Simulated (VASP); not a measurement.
# NaCl (Fm-3m) in VASP: notebook

The runs below take NaCl through single point, relaxation of cell and atoms, with PBEsol.

All numbers are computed with VASP 6.6.1; they aren't measurements. Logs are shortened: lines on timing, memory, paths and dates and some standing lists are left out, and cuts for length are marked.

### 1 The cell of the first run

It takes space group Fm-3m (No. 225, cubic). Conventional cell: a = 5.687 Å, b = 5.687 Å, c = 5.687 Å, α = 90.00°, β = 90.00°, γ = 90.00°. Na (site symmetry m-3m) has 6 Cl at 2.84 Å within 3.7 Å. Within 3.7 Å of Cl (site symmetry m-3m) lie 6 Na at 2.84 Å.

### 2 Single point, PBEsol

INCAR

```
ALGO = Normal ; EDIFF = 1E-6
ENCUT = 500 ; GGA = PS
GGA_COMPAT = False ; ISIF = 2
ISMEAR = 0 ; LASPH = True
LCHARG = True ; LELF = True
LREAL = False ; LVHAR = True
LWAVE = False ; NBANDS = 14
NELM = 120 ; PREC = Accurate
SIGMA = 0.1
```

KPOINTS

```
k-points
0
Gamma
  6 6 6
```

POSCAR

```
NaCl
1.0
    0.0000000000      2.8434500000      2.8434500000
    2.8434500000      0.0000000000      2.8434500000
    2.8434500000      2.8434500000      0.0000000000
Na Cl
1 1
Direct
    0.0000000000      0.0000000000      0.0000000000
    0.5000000000      0.5000000000      0.5000000000
```

Potentials or basis: VASP PAW PBE potentials, release 64 (Na_pv, Cl).

Run with:

```console
$ cat potpaw_PBE.64/Na_pv/POTCAR potpaw_PBE.64/Cl/POTCAR > POTCAR
$ mpirun -np 1 vasp_std > vasp.out
```

OUTCAR:

```text
EDIFF = 1E-6
   ENCUT = 500
   GGA = PS
   ISIF = 2
   ISMEAR = 0
   LASPH = True
   LREAL = False
   NELM = 120
   PREC = Accurate

 ion  position               nearest neighbor table
   1  0.000  0.000  0.000-
   2  0.500  0.500  0.500-

  LATTYP: Found a face centered cubic cell.
 ALAT       =     5.6869000000

  Lattice vectors:

 A1 = (   0.0000000000,   2.8434500000,   2.8434500000)
 A2 = (   2.8434500000,   0.0000000000,   2.8434500000)
 A3 = (   2.8434500000,   2.8434500000,   0.0000000000)

Analysis of symmetry for initial positions (statically):
=====================================================================
 Subroutine PRICEL returns:
 Original cell was already a primitive cell.

 Routine SETGRP: Setting up the symmetry group for a
 face centered cubic supercell.

 Subroutine GETGRP returns: Found 48 space group operations
 (whereof 48 operations were pure point group operations)
 out of a pool of 48 trial point group operations.

The static configuration has the point symmetry O_h .

Analysis of symmetry for dynamics (positions and initial velocities):
=====================================================================
 Subroutine PRICEL returns:
 Original cell was already a primitive cell.

 Routine SETGRP: Setting up the symmetry group for a
 face centered cubic supercell.

 Subroutine GETGRP returns: Found 48 space group operations
 (whereof 48 operations were pure point group operations)
 out of a pool of 48 trial point group operations.

The dynamic configuration has the point symmetry O_h .

 Subroutine INISYM returns: Found 48 space group operations
 (whereof 48 operations are pure point group operations),
 and found     1 'primitive' translations

----------------------------------------------------------------------------------------

                                     Primitive cell

  volume of cell :      45.9798

  direct lattice vectors                    reciprocal lattice vectors
     0.000000000  2.843450000  2.843450000    -0.175842726  0.175842726  0.175842726
     2.843450000  0.000000000  2.843450000     0.175842726 -0.175842726  0.175842726
     2.843450000  2.843450000  0.000000000     0.175842726  0.175842726 -0.175842726

  length of vectors
     4.021245554  4.021245554  4.021245554     0.304568536  0.304568536  0.304568536

  position of ions in fractional coordinates (direct lattice)
     0.000000000  0.000000000  0.000000000
     0.500000000  0.500000000  0.500000000

  ion indices of the primitive-cell ions
   primitive index   ion index
                 1           1
                 2           2

----------------------------------------------------------------------------------------

 KPOINTS: k-points

Automatic generation of k-mesh.
 Grid dimensions read from file:
 generate k-points for:    6    6    6

 Generating k-lattice:

  Cartesian coordinates                     Fractional coordinates (reciprocal lattice)
    -0.029307121  0.029307121  0.029307121     0.166666667  0.000000000  0.000000000
     0.029307121 -0.029307121  0.029307121     0.000000000  0.166666667  0.000000000
     0.029307121  0.029307121 -0.029307121     0.000000000  0.000000000  0.166666667

  Length of vectors
     0.050761423  0.050761423  0.050761423

  Shift w.r.t. Gamma in fractional coordinates (k-lattice)
     0.000000000  0.000000000  0.000000000

 Subroutine IBZKPT returns following result:
 ===========================================

 Found     16 irreducible k-points:

 Following reciprocal coordinates:
            Coordinates               Weight
  0.000000  0.000000  0.000000      1.000000
  0.166667  0.000000  0.000000      8.000000
  0.333333  0.000000  0.000000      8.000000
  0.500000  0.000000  0.000000      4.000000
  0.166667  0.166667  0.000000      6.000000
  0.333333  0.166667  0.000000     24.000000
[... 8 lines left out ...]
 -0.333333  0.333333  0.166667     24.000000
 -0.333333  0.500000  0.166667     12.000000
   k-points           NKPTS =     16   k-points in BZ     NKDIM =     16   number of bands    NBANDS=     14
   number of dos      NEDOS =    301   number of ions     NIONS =      2
   total plane-waves  NPLWV =  27000
   dimension x,y,z NGX =    30 NGY =   30 NGZ =   30
   dimension x,y,z NGXF=    60 NGYF=   60 NGZF=   60
   ions per type =               1   1
   NGX,Y,Z   is equivalent  to a cutoff of  12.40, 12.40, 12.40 a.u.
   NGXF,Y,Z  is equivalent  to a cutoff of  24.81, 24.81, 24.81 a.u.
 SYSTEM =  unknown system
   PREC   = accura    normal or accurate (medium, high low for compatibility)
   ISTART =      0    job   : 0-new  1-cont  2-samecut
   ICHARG =      2    charge: 1-file 2-atom 10-const
   ISPIN  =      1    spin polarized calculation?
   LNONCOLLINEAR =      F non collinear calculations
   LSORBIT =      F    spin-orbit coupling
   LASPH  =      T    aspherical Exc in radial PAW
   ENCUT  =  500.0 eV  36.75 Ry    6.06 a.u.   7.33  7.33  7.33*2*pi/ulx,y,z
   NELM   =    120;   NELMIN=  2; NELMDL= -5     # of ELM steps
   EDIFF  = 0.1E-05   stopping-criterion for ELM
   LREAL  =      F    real-space projection
   EDIFFG = 0.1E-04   stopping-criterion for IOM
   NSW    =      0    number of steps for IOM
   IBRION =     -1    ionic relax: 0-MD 1-quasi-New 2-CG
   NFREE  =      0    steps in history (QN), initial steepest desc. (CG)
   ISIF   =      2    stress and relaxation
   ISYM   =      2    0-nonsym 1-usesym 2-fastsym
   POTIM  = 0.5000    time-step for ionic-motion
   TEBEG  =    0.0;   TEEND  =   0.0 temperature during run
   PSTRESS=    0.0 pullay stress
   NELECT =      14.0000    total number of electrons
   NUPDOWN=      -1.0000    fix difference up-down
   EMIN   =  10.00;   EMAX   =-10.00  energy-range for DOS
   EFERMI =   0.00;   METHOD = LEGACY
   ISMEAR =     0;   SIGMA  =   0.10  broadening in eV -4-tet -1-fermi 0-gaus
   EFERMI_NEDOS =   21; number of points for ismear=-14 and -15
   IALGO  =     38    algorithm
   IMIX   =      4    mixing-type and parameters
     AMIX     =   0.40;   BMIX     =  1.00
     AMIX_MAG =   1.60;   BMIX_MAG =  1.00
  volume/ion in A,a.u.               =      22.99       155.14
  Fermi-wavevector in a.u.,A,eV,Ry     =   1.101358  2.081265 16.503729  1.212990
  Thomas-Fermi vector in A             =   2.237784
   LORBIT       =      0    0 simple, 1 ext, 2 COOP (PROOUT), +10 PAW based schemes
   GGA     = PS    functional components
   LHFCALC =     F    Hartree Fock is set to
   AEXX    =    0.0000 exact exchange contribution
   IVDW    =     0    specifies the selected vdW correction
   LEPSILON=     F    determine dielectric tensor
   LRPA    =     F    only Hartree local field effects (RPA)
 non-spin polarized calculation
 Gauss-broadening in eV      SIGMA  =   0.10
  energy-cutoff  :      500.00
  volume of cell :       45.98
 maximum number of plane-waves:      1211
 NGX is ok and might be reduce to    30
   NGX = 15   NGY = 15   NGZ = 15

 number of electron      13.9999991 magnetization

 Free energy of the ion-electron system (eV)
  ---------------------------------------------------
  ext. energy  EPLUGINS =         0.00000000
  ---------------------------------------------------
  free energy    TOTEN  =        -6.99198719 eV

  energy without entropy =       -6.99198719  energy(sigma->0) =       -6.99198719

 E-fermi :  -0.4149     XC(G=0):  -8.2242

 val. band max:       -0.9251146418   @ k =   0.0000   0.0000   0.0000
 cond. band min:       3.9180425508   @ k =   0.0000   0.0000   0.0000
 fundamental gap:      4.8431571926
 Fermi energy:        -0.4148809378

 k-point     1 :       0.0000    0.0000    0.0000
  band No.  band energies     occupation
      1     -21.6246      2.00000
      2     -21.6246      2.00000
      3     -21.6246      2.00000
      4     -13.5136      2.00000
      5      -0.9251      2.00000
      6      -0.9251      2.00000
      7      -0.9251      2.00000
      8       3.9180      0.00000
      9      10.0469      0.00000
     10      10.0469      0.00000
     11      10.0469      0.00000
     12      12.2348      0.00000
     13      12.2348      0.00000
     14      13.5725      0.00000

 k-point     2 :       0.1667    0.0000    0.0000
  band No.  band energies     occupation
      1     -21.6315      2.00000
      2     -21.6251      2.00000
      3     -21.6251      2.00000
      4     -13.4367      2.00000
      5      -1.5215      2.00000
      6      -0.9919      2.00000
      7      -0.9919      2.00000
      8       4.7274      0.00000
      9       9.2148      0.00000
     10      10.3198      0.00000
     11      10.3198      0.00000
     12      11.8829      0.00000
     13      11.8829      0.00000
     14      14.6628      0.00000

 k-point     3 :       0.3333    0.0000    0.0000
  band No.  band energies     occupation
      1     -21.6450      2.00000
      2     -21.6262      2.00000
      3     -21.6262      2.00000
      4     -13.2765      2.00000
      5      -2.4360      2.00000
      6      -1.1195      2.00000
      7      -1.1195      2.00000
      8       5.8653      0.00000
      9       8.8989      0.00000
     10      10.1143      0.00000
     11      10.1143      0.00000
     12      12.9478      0.00000
     13      12.9478      0.00000
     14      13.9813      0.00000
[... 188 lines left out ...]
 k-point    15 :      -0.3333    0.3333    0.1667
  band No.  band energies     occupation
      1     -21.6432      2.00000
      2     -21.6350      2.00000
      3     -21.6304      2.00000
      4     -13.1461      2.00000
      5      -2.3718      2.00000
      6      -1.8917      2.00000
      7      -1.4449      2.00000
      8       7.7445      0.00000
      9       8.0463      0.00000
     10       8.7996      0.00000
     11      10.7129      0.00000
     12      13.0584      0.00000
     13      14.4248      0.00000
     14      15.5626      0.00000

 k-point    16 :      -0.3333    0.5000    0.1667
  band No.  band energies     occupation
      1     -21.6406      2.00000
      2     -21.6350      2.00000
      3     -21.6337      2.00000
      4     -13.1341      2.00000
      5      -2.3391      2.00000
      6      -1.8205      2.00000
      7      -1.6257      2.00000
      8       7.2842      0.00000
      9       7.7737      0.00000
     10       9.2910      0.00000
     11      10.8808      0.00000
     12      13.9155      0.00000
     13      15.0728      0.00000
     14      15.1673      0.00000

------------------------ aborting loop because EDIFF is reached ----------------------------------------

  FORCE on cell =-STRESS in cart. coord.  units (eV):
  Direction    XX          YY          ZZ          XY          YZ          ZX
  --------------------------------------------------------------------------------------
  -------------------------------------------------------------------------------------
  Total       -0.3049821     -0.3049821     -0.3049821     -0.0000000     -0.0000000      0.0000000
  in kB      -10.6271839    -10.6271839    -10.6271839     -0.0000000     -0.0000000      0.0000000
  external PRESSURE =     -10.6271839 kB  Pullay stress =       0.0000000 kB

 VOLUME and BASIS-vectors are now :
 -----------------------------------------------------------------------------
  energy-cutoff  :      500.00
  volume of cell :       45.98
      direct lattice vectors                 reciprocal lattice vectors
     0.000000000  2.843450000  2.843450000    -0.175842726  0.175842726  0.175842726
     2.843450000  0.000000000  2.843450000     0.175842726 -0.175842726  0.175842726
     2.843450000  2.843450000  0.000000000     0.175842726  0.175842726 -0.175842726

 POSITION                                       TOTAL-FORCE (eV/Angst)
 -----------------------------------------------------------------------------------
      0.00000      0.00000      0.00000         0.000000      0.000000      0.000000
      2.84345      2.84345      2.84345        -0.000000     -0.000000      0.000000
 -----------------------------------------------------------------------------------
    total drift:                               -0.000000      0.000000      0.000000

  FREE ENERGIE OF THE ION-ELECTRON SYSTEM (eV)
  ---------------------------------------------------
  free  energy   TOTEN  =        -6.9919871938 eV

  energy  without entropy=       -6.9919871938  energy(sigma->0) =       -6.99198719
```

It took 18 s on 1 thread of Intel Xeon 8259CL, shared host; peak memory 0.16 GiB.

What came out:

```yaml
Free_energy: -6.9920 eV
Pressure: -1.1 GPa
Band_gap_on_the_k_mesh: 4.84 eV
```

Caveat: the PAW data sets were made with another functional, which shifts forces and pressure a little.

[end of part 1 of 2]
